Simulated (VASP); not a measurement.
# GaN (P6_3mc) in VASP: a series of runs, part 2 of 2

VASP 6.6.1.

**4. Single point, PBE (strain -0.050 along x and y, -0.025 along z)**

INCAR reads:

```
PREC = Accurate ; ENCUT = 520
EDIFF = 1E-6 ; ISMEAR = 0
SIGMA = 0.05 ; LREAL = F
LASPH = T ; NELM = 80
ALGO = Normal ; ISIF = 2
LWAVE = F ; LCHARG = F
GGA = PE ; NBANDS = 26
```

KPOINTS reads:

```
regular mesh
0
Gamma
  12 12 6
```

POSCAR reads:

```
GaN
1.0
    3.0209996775      0.0000000000      0.0000000000
   -1.5104998388      2.6162624655      0.0000000000
    0.0000000000      0.0000000000      5.0368500000
Ga N
2 2
Direct
    0.3333333333      0.6666666667      0.0000000000
    0.6666666667      0.3333333333      0.5000000000
    0.3333333333      0.6666666667      0.3750000000
    0.6666666667      0.3333333333      0.8750000000
```

Potentials or basis: VASP PAW PBE potentials, release 64 (Ga_d, N).

On the command line:

```
$ cat potpaw_PBE.64/Ga_d/POTCAR potpaw_PBE.64/N/POTCAR > POTCAR
$ mpirun -np 1 vasp_std > vasp.out
```

OUTCAR:

```text
PREC = Accurate
   ENCUT = 520
   EDIFF = 1E-6
   ISMEAR = 0
   LREAL = F
   LASPH = T
   NELM = 80
   ISIF = 2
   GGA = PE

 ion  position               nearest neighbor table
   1  0.333  0.667  0.000-   4 1.85   4 1.85   4 1.85   3 1.89
   2  0.667  0.333  0.500-   3 1.85   3 1.85   3 1.85   4 1.89
   3  0.333  0.667  0.375-   2 1.85   2 1.85   2 1.85   1 1.89
   4  0.667  0.333  0.875-   1 1.85   1 1.85   1 1.85   2 1.89

  LATTYP: Found a hexagonal cell.
 ALAT       =     3.0209996775
 C/A-ratio  =     1.6672792247

  Lattice vectors:

 A1 = (   3.0209996775,   0.0000000000,   0.0000000000)
 A2 = (  -1.5104998388,   2.6162624655,   0.0000000000)
 A3 = (   0.0000000000,   0.0000000000,   5.0368500000)

Analysis of symmetry for initial positions (statically):
=====================================================================
 Subroutine PRICEL returns:
 Original cell was already a primitive cell.

 Routine SETGRP: Setting up the symmetry group for a
 hexagonal supercell.

 Subroutine GETGRP returns: Found 12 space group operations
 (whereof  6 operations were pure point group operations)
 out of a pool of 24 trial point group operations.

The static configuration has the point symmetry C_3v.
 The point group associated with its full space group is C_6v.

Analysis of symmetry for dynamics (positions and initial velocities):
=====================================================================
 Subroutine PRICEL returns:
 Original cell was already a primitive cell.

 Routine SETGRP: Setting up the symmetry group for a
 hexagonal supercell.

 Subroutine GETGRP returns: Found 12 space group operations
 (whereof  6 operations were pure point group operations)
 out of a pool of 24 trial point group operations.

The dynamic configuration has the point symmetry C_3v.
 The point group associated with its full space group is C_6v.

 Subroutine INISYM returns: Found 12 space group operations
 (whereof  6 operations are pure point group operations),
[... 119 lines left out ...]
     AMIX     =   0.40;   BMIX     =  1.00
     AMIX_MAG =   1.60;   BMIX_MAG =  1.00
  volume/ion in A,a.u.               =       9.95        67.16
  Fermi-wavevector in a.u.,A,eV,Ry     =   1.583113  2.991650 34.099570  2.506248
  Thomas-Fermi vector in A             =   2.682933
   LORBIT       =      0    0 simple, 1 ext, 2 COOP (PROOUT), +10 PAW based schemes
   GGA     = PE    functional components
   LHFCALC =     F    Hartree Fock is set to
   AEXX    =    0.0000 exact exchange contribution
   IVDW    =     0    specifies the selected vdW correction
   LEPSILON=     F    determine dielectric tensor
   LRPA    =     F    only Hartree local field effects (RPA)
 non-spin polarized calculation
 Gauss-broadening in eV      SIGMA  =   0.05
  energy-cutoff  :      520.00
  volume of cell :       39.81
 maximum number of plane-waves:      1099
 NGX is ok and might be reduce to    24
   NGX = 11   NGY = 11   NGZ = 19

 number of electron      36.0000004 magnetization

 Free energy of the ion-electron system (eV)
  ---------------------------------------------------
  ext. energy  EPLUGINS =         0.00000000
  ---------------------------------------------------
  free energy    TOTEN  =       -23.50297371 eV

  energy without entropy =      -23.50297371  energy(sigma->0) =      -23.50297371

 E-fermi :   7.1916     XC(G=0): -12.4296

 val. band max:        6.9829156719   @ k =   0.0000   0.0000   0.0000
 cond. band min:       9.7137968724   @ k =   0.0000   0.0000   0.0000
 fundamental gap:      2.7308812005
 Fermi energy:         7.1916061039

 k-point     1 :       0.0000    0.0000    0.0000
  band No.  band energies     occupation
      1     -10.3299      2.00000
      2      -8.9926      2.00000
      3      -6.7034      2.00000
      4      -6.6833      2.00000
      5      -6.6833      2.00000
      6      -6.5963      2.00000
[... 685 lines left out ...]
     25      19.0906      0.00000
     26      21.1780      0.00000

 [... further k-points ...]

------------------------ aborting loop because EDIFF is reached ----------------------------------------

  FORCE on cell =-STRESS in cart. coord.  units (eV):
  Direction    XX          YY          ZZ          XY          YZ          ZX
  --------------------------------------------------------------------------------------
  -------------------------------------------------------------------------------------
  Total       11.1931410     11.1931410      8.3400913     -0.0000000      0.0000000     -0.0000000
  in kB      450.4758898    450.4758898    335.6528822     -0.0000000      0.0000000     -0.0000000
  external PRESSURE =     412.2015540 kB  Pullay stress =       0.0000000 kB

 VOLUME and BASIS-vectors are now :
 -----------------------------------------------------------------------------
  energy-cutoff  :      520.00
  volume of cell :       39.81
      direct lattice vectors                 reciprocal lattice vectors
     3.020999677  0.000000000  0.000000000     0.331016255  0.191112324  0.000000000
    -1.510499839  2.616262466  0.000000000     0.000000000  0.382224648  0.000000000
     0.000000000  0.000000000  5.036850000     0.000000000  0.000000000  0.198536784

 POSITION                                       TOTAL-FORCE (eV/Angst)
 -----------------------------------------------------------------------------------
     -0.00000      1.74417      0.00000         0.000000     -0.000000      0.344522
      1.51050      0.87209      2.51843        -0.000000      0.000000      0.344522
     -0.00000      1.74417      1.88882         0.000000      0.000000     -0.344522
      1.51050      0.87209      4.40724        -0.000000      0.000000     -0.344522
 -----------------------------------------------------------------------------------
    total drift:                               -0.000001     -0.000001     -0.000211

  FREE ENERGIE OF THE ION-ELECTRON SYSTEM (eV)
  ---------------------------------------------------
  free  energy   TOTEN  =       -23.5029737114 eV

  energy  without entropy=      -23.5029737114  energy(sigma->0) =      -23.50297371
```

OSZICAR:

```text
N       E                     dE             d eps       ncg     rms          rms(c)
DAV:   1     0.272334952120E+03    0.27233E+03   -0.17669E+04  4472   0.268E+03
DAV:   2     0.551279029419E+01   -0.26682E+03   -0.25115E+03  4224   0.486E+02
DAV:   3    -0.270311252252E+02   -0.32544E+02   -0.32130E+02  4748   0.141E+02
DAV:   4    -0.280214498264E+02   -0.99032E+00   -0.98674E+00  4574   0.262E+01
DAV:   5    -0.280419570117E+02   -0.20507E-01   -0.20487E-01  4888   0.368E+00    0.117E+01
DAV:   6    -0.234036815169E+02    0.46383E+01   -0.99085E+00  6540   0.555E+01    0.314E+00
DAV:   7    -0.235224906592E+02   -0.11881E+00   -0.19400E+00  4196   0.982E+00    0.291E+00
DAV:   8    -0.235168007780E+02    0.56899E-02   -0.13843E-01  5504   0.672E+00    0.661E-01
DAV:   9    -0.235023125629E+02    0.14488E-01   -0.53109E-02  6280   0.453E+00    0.253E-01
DAV:  10    -0.235029676753E+02   -0.65511E-03   -0.45451E-03  4228   0.550E-01    0.794E-02
DAV:  11    -0.235029680321E+02   -0.35686E-06   -0.45798E-04  6102   0.422E-01    0.151E-02
DAV:  12    -0.235029727120E+02   -0.46799E-05   -0.56474E-05  5822   0.105E-01    0.891E-03
DAV:  13    -0.235029737114E+02   -0.99942E-06   -0.69011E-06  5112   0.212E-02
   1 F= -.23502974E+02 E0= -.23502974E+02  d E =-.177498E-11
```

stdout:

```text
POSCAR found type information on POSCAR GaN
 POSCAR found :  2 types and       4 ions
 scaLAPACK will be used
 LDA part: xc-table for (Slater+PW92), standard interpolation
 POSCAR, INCAR and KPOINTS ok, starting setup
 FFT: planning ... GRIDC
 FFT: planning ... GRID_SOFT
 FFT: planning ... GRID
 WAVECAR not read
 entering main loop
```

Run time: 72 s. Hardware: 1 thread of Intel Xeon Platinum 8488C (Sapphire Rapids), shared host; peak memory 0.2 GiB.

Results:

| Item | Value |
| --- | --- |
| Free energy | -23.5030 eV |
| Pressure | 41.2 GPa |
| Largest force | 0.345 eV/Å |
| Band gap on the k mesh | 2.73 eV, direct |

Forces in eV/Å, atoms in the order of the input:
```
Ga   0.000  0.000  0.345
Ga   0.000  0.000  0.345
N    0.000  0.000 -0.345
N    0.000  0.000 -0.345
```

Levels at points of the mesh, in eV from the valence-band top:
```tsv
k point	band 16	band 17	band 18	band 19	band 20	band 21
(0.00, 0.00, 0.00)	-0.19	0.00	0.00	2.73	5.40	9.75
(0.50, 0.00, 0.00)	-3.19	-2.69	-1.23	5.57	5.96	6.56
(0.00, 0.00, 0.50)	-0.58	-0.58	-0.58	5.19	5.19	9.04
(0.50, 0.00, 0.50)	-2.36	-2.29	-2.29	4.70	4.70	8.55
```

Caveat: the cell differs from its parent crystal (strain -0.050 along x and y, -0.025 along z). A k mesh can miss the band edges.

**5. Single point, PBE (strain -0.050 along x and y, +0.000 along z)**

INCAR reads:

```
SYSTEM = GaN
PREC = Accurate
ENCUT = 520
EDIFF = 1E-6
ISMEAR = 0
SIGMA = 0.05
LREAL = .False.
LASPH = .True.
NELM = 60
ALGO = Normal
ISIF = 2
LWAVE = .False.
LCHARG = .True.
GGA = PE
LELF = .True.
LVHAR = .True.
NBANDS = 26
```

KPOINTS reads:

```
regular mesh
0
Gamma
  12 12 6
  0 0 0
```

POSCAR, as its differences from that of step 4:

```diff
@@ -4,3 +4,3 @@
    -1.5104998388      2.6162624655      0.0000000000
-    0.0000000000      0.0000000000      5.0368500000
+    0.0000000000      0.0000000000      5.1660000000
 Ga N
```

Potentials or basis: VASP PAW PBE potentials, release 64 (Ga_d, N).

On the command line:

```
$ cat potpaw_PBE.64/Ga_d/POTCAR potpaw_PBE.64/N/POTCAR > POTCAR
$ mpirun -np 1 vasp_std > vasp.out
```

OUTCAR:

```text
SYSTEM = GaN
   PREC = Accurate
   ENCUT = 520
   EDIFF = 1E-6
   ISMEAR = 0
   LREAL = .False.
   LASPH = .True.
   NELM = 60
   ISIF = 2
   GGA = PE

 ion  position               nearest neighbor table
   1  0.333  0.667  0.000-   4 1.86   4 1.86   4 1.86   3 1.94
   2  0.667  0.333  0.500-   3 1.86   3 1.86   3 1.86   4 1.94
   3  0.333  0.667  0.375-   2 1.86   2 1.86   2 1.86   1 1.94
   4  0.667  0.333  0.875-   1 1.86   1 1.86   1 1.86   2 1.94

  LATTYP: Found a hexagonal cell.
 ALAT       =     3.0209996775
 C/A-ratio  =     1.7100299740

[... 889 lines left out ...]

 [... further k-points ...]
[... 5 lines left out ...]
  --------------------------------------------------------------------------------------
  -------------------------------------------------------------------------------------
  Total       10.5979413     10.5979413      4.5365454     -0.0000000      0.0000000      0.0000000
  in kB      415.8586125    415.8586124    178.0120709     -0.0000000      0.0000000      0.0000000
  external PRESSURE =     336.5764319 kB  Pullay stress =       0.0000000 kB

 VOLUME and BASIS-vectors are now :
 -----------------------------------------------------------------------------
  energy-cutoff  :      520.00
  volume of cell :       40.83
      direct lattice vectors                 reciprocal lattice vectors
     3.020999677  0.000000000  0.000000000     0.331016255  0.191112324  0.000000000
    -1.510499839  2.616262466  0.000000000     0.000000000  0.382224648  0.000000000
     0.000000000  0.000000000  5.166000000     0.000000000  0.000000000  0.193573364

 POSITION                                       TOTAL-FORCE (eV/Angst)
 -----------------------------------------------------------------------------------
     -0.00000      1.74417      0.00000        -0.000000     -0.000000      0.680911
      1.51050      0.87209      2.58300         0.000000      0.000000      0.680911
     -0.00000      1.74417      1.93725        -0.000000      0.000000     -0.680911
      1.51050      0.87209      4.52025         0.000000      0.000000     -0.680911
 -----------------------------------------------------------------------------------
    total drift:                               -0.000000     -0.000000     -0.000666

  FREE ENERGIE OF THE ION-ELECTRON SYSTEM (eV)
  ---------------------------------------------------
  free  energy   TOTEN  =       -23.6655063000 eV

  energy  without entropy=      -23.6655063000  energy(sigma->0) =      -23.66550630
```

stdout:

```text
POSCAR found type information on POSCAR GaN
 POSCAR found :  2 types and       4 ions
 scaLAPACK will be used
 LDA part: xc-table for (Slater+PW92), standard interpolation
 POSCAR, INCAR and KPOINTS ok, starting setup
 FFT: planning ... GRIDC
 FFT: planning ... GRID_SOFT
 FFT: planning ... GRID
 WAVECAR not read
 entering main loop
```

Wall time 69 s (1 thread of Intel Xeon Platinum 8488C (Sapphire Rapids), shared host); peak memory 0.2 GiB.

What came out:

* Free energy: -23.6655 eV
* Pressure: 33.7 GPa
* Largest force: 0.681 eV/Å
* Band gap on the k mesh: 2.43 eV, direct

Forces in eV/Å, atoms in the order of the input:
```
Ga   0.000  0.000  0.681
Ga   0.000  0.000  0.681
N    0.000  0.000 -0.681
N    0.000  0.000 -0.681
```

Stress tensor (GPa, compression positive):
```
41.59  0.00  0.00
 0.00 41.59  0.00
 0.00  0.00 17.80
```

Levels at points of the mesh, in eV from the valence-band top:
| k point | band 15 | band 16 | band 17 | band 18 | band 19 | band 20 | band 21 | band 22 |
| --- | --- | --- | --- | --- | --- | --- | --- | --- |
| (0.00, 0.00, 0.00) | -1.01 | -0.31 | 0.00 | 0.00 | 2.43 | 5.44 | 9.38 | 10.54 |
| (0.50, 0.00, 0.00) | -4.77 | -3.01 | -2.63 | -1.26 | 5.63 | 5.73 | 6.28 | 9.27 |
| (0.00, 0.00, 0.50) | -0.52 | -0.52 | -0.52 | -0.52 | 5.06 | 5.06 | 8.75 | 8.75 |
| (0.50, 0.00, 0.50) | -2.42 | -2.42 | -2.20 | -2.20 | 4.51 | 4.51 | 8.33 | 8.33 |

Caveat: the cell differs from its parent crystal (strain -0.050 along x and y, +0.000 along z).

**6. Single point, PBE (strain -0.025 along x and y, -0.050 along z)**

INCAR reads:

```
SYSTEM = GaN
ALGO = Normal
EDIFF = 1E-6
ENCUT = 520
GGA = PE
ISIF = 2
ISMEAR = 0
LASPH = .True.
LCHARG = .False.
LREAL = .False.
LWAVE = .False.
NBANDS = 26
NELM = 100
PREC = Accurate
SIGMA = 0.05
```

KPOINTS reads:

```
k-points
0
Gamma
  12 12 6
  0 0 0
```

POSCAR reads:

```
GaN
1.0
    3.1004996690      0.0000000000      0.0000000000
   -1.5502498345      2.6851114777      0.0000000000
    0.0000000000      0.0000000000      4.9077000000
Ga N
2 2
Direct
    0.3333333333      0.6666666667      0.0000000000
    0.6666666667      0.3333333333      0.5000000000
    0.3333333333      0.6666666667      0.3750000000
    0.6666666667      0.3333333333      0.8750000000
```

Potentials or basis: VASP PAW PBE potentials, release 64 (Ga_d, N).

On the command line:

```
$ cat potpaw_PBE.64/Ga_d/POTCAR potpaw_PBE.64/N/POTCAR > POTCAR
$ mpirun -np 1 vasp_std > vasp.out
```

Run time: 78 s. Hardware: 1 thread of Intel Xeon Platinum 8488C (Sapphire Rapids), shared host; peak memory 0.2 GiB.

The run converged. Its results:

* Free energy: -23.7154 eV
* Pressure: 33.3 GPa
* Largest force: 0.700 eV/Å
* Band gap on the k mesh: 2.70 eV, direct

Forces on the atoms (eV/Å):
```
Ga   0.000  0.000 -0.700
Ga   0.000  0.000 -0.700
N    0.000  0.000  0.700
N    0.000  0.000  0.700
```

Stress tensor (GPa, compression positive):
```
27.31  0.00  0.00
 0.00 27.31  0.00
 0.00  0.00 45.23
```

Levels at points of the mesh, in eV from the valence-band top:
```csv
k point,band 15,band 16,band 17,band 18,band 19,band 20,band 21,band 22
"(0.00, 0.00, 0.00)",-1.33,-0.03,-0.03,0.00,2.70,4.72,10.06,10.28
"(0.50, 0.00, 0.00)",-4.78,-3.28,-2.59,-1.08,5.17,6.17,6.60,9.57
"(0.00, 0.00, 0.50)",-0.69,-0.69,-0.69,-0.69,4.85,4.85,9.26,9.26
"(0.50, 0.00, 0.50)",-2.27,-2.27,-2.04,-2.04,4.79,4.79,8.57,8.57
```

Caveat: the cell differs from its parent crystal (strain -0.025 along x and y, -0.050 along z).

**7. Summary**

| cell | gap on the mesh (eV) | pressure (GPa) | largest force (eV/Å) |
| --- | --- | --- | --- |
| a = 3.339, b = 3.339, c = 5.424 Å, angles 90.0, 90.0, 120.0°, 4 atoms | 0.99 | -14.3 | 0.10 |
| a = 3.021, b = 3.021, c = 4.908 Å, angles 90.0, 90.0, 120.0°, 4 atoms | 3.01 | 50.3 | 0.18 |
| a = 3.021, b = 3.021, c = 5.037 Å, angles 90.0, 90.0, 120.0°, 4 atoms | 2.73 | 41.2 | 0.34 |
| a = 3.021, b = 3.021, c = 5.166 Å, angles 90.0, 90.0, 120.0°, 4 atoms | 2.43 | 33.7 | 0.68 |
| a = 3.100, b = 3.100, c = 4.908 Å, angles 90.0, 90.0, 120.0°, 4 atoms | 2.70 | 33.3 | 0.70 |

Alike in all rows: task single point; level PBE; potentials or basis VASP PAW PBE potentials, release 64 (Ga_d, N); no spin polarisation; k mesh 12 × 12 × 6; cutoff (eV) 520; smearing gaussian 0.05 eV.

Total energies depend on the potentials used, so only differences within one code and one set of settings carry meaning.
